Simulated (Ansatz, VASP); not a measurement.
## SiO2 in VASP and in Ansatz

INCAR

```
PREC     = Accurate       # precision mode
ENCUT    = 520            # plane-wave cutoff, eV
EDIFF    = 1E-6           # SCF threshold, eV
ISMEAR   = -1             # smearing method
SIGMA    = 0.1            # smearing width, eV
LREAL    = False          # projectors in reciprocal space
LASPH    = True           # aspherical terms in the spheres
NELM     = 60             # most SCF steps
ALGO     = Normal         # electronic algorithm
ISIF     = 2              # what is computed and relaxed
LWAVE    = False          # write WAVECAR
LCHARG   = True           # write CHGCAR
GGA      = PE             # functional
LELF     = True           # ELF
LVHAR    = True         
NBANDS   = 25             # bands
```

KPOINTS

```
regular mesh
0
Gamma
  7 7 10
```

POSCAR

```
SiO2
1.0
    3.8971974887      0.0000000000      0.0000000000
    0.0000000000      3.8971974887      0.0000000000
    0.0000000000      0.0000000000      2.5431771890
Si O
2 4
Direct
    0.0000000000      0.0000000000      0.0000000000
    0.5000000000      0.5000000000      0.5000000000
    0.3010227828      0.3010227828      0.0000000000
    0.6989772172      0.6989772172      0.0000000000
    0.8010227828      0.1989772172      0.5000000000
    0.1989772172      0.8010227828      0.5000000000
```

Input for Ansatz:

```yaml
crystal:
  lattice:
    - [3.8971974887, 0.0, 0.0]
    - [0.0, 3.8971974887, 0.0]
    - [0.0, 0.0, 2.543177189]
  atoms:
    - { symbol: Si, position: [0.0, 0.0, 0.0] }
    - { symbol: Si, position: [0.5, 0.5, 0.5] }
    - { symbol: O, position: [0.3010227828, 0.3010227828, 0.0] }
    - { symbol: O, position: [0.6989772172, 0.6989772172, 0.0] }
    - { symbol: O, position: [0.8010227828, 0.1989772172, 0.5] }
    - { symbol: O, position: [0.1989772172, 0.8010227828, 0.5] }
kpoints:
  mp_grid: { grid: [7, 7, 10] }
scf:
  occupations: { method: fermi_dirac, width: 0.1 }
hamiltonian:
  xc: pbe
  pseudopotentials: { kind: paw }
output:
  forces: true
  stress: true
  eigenvalues: true
  populations: true
```

Change from the starting cell: volume scaled by 0.8, PAW files.

Alike in both runs: task single point; functional PBE; k mesh 7 × 7 × 10; occupations fermi-dirac, width 0.1 eV; no spin polarisation.

|  | VASP | Ansatz |
| --- | --- | --- |
| version | VASP 6.6.1 | Ansatz 0.2.0 |
| potentials or method | VASP PAW PBE potentials, release 64 (Si, O) | PAW with Ansatz's default frozen-core files, scalar-relativistic |
| plane-wave cutoff (eV) | 520 | 420 |
| valence electrons in the cell | 32 | 32 |

|  | VASP | Ansatz | Ansatz less VASP |
| --- | --- | --- | --- |
| gap on the k mesh at the Fermi level (eV) | 6.98 | 7.01 | +0.031 |
| pressure (GPa) | 100.4 | 99.7 | -0.77 |
| traceless stress, the component that is largest in VASP (GPa) | 0.48 | 0.01 | -0.472 |
| rms of the force components (eV/Å) | 0.004 | 0.000 | -0.0036 |

Atom by atom the forces differ by 0.004 eV/Å (rms over components). Both programs put the cell under a high pressure, so it lies far from rest at this level.

Noted on VASP's run: the cell as given lies far from equilibrium.
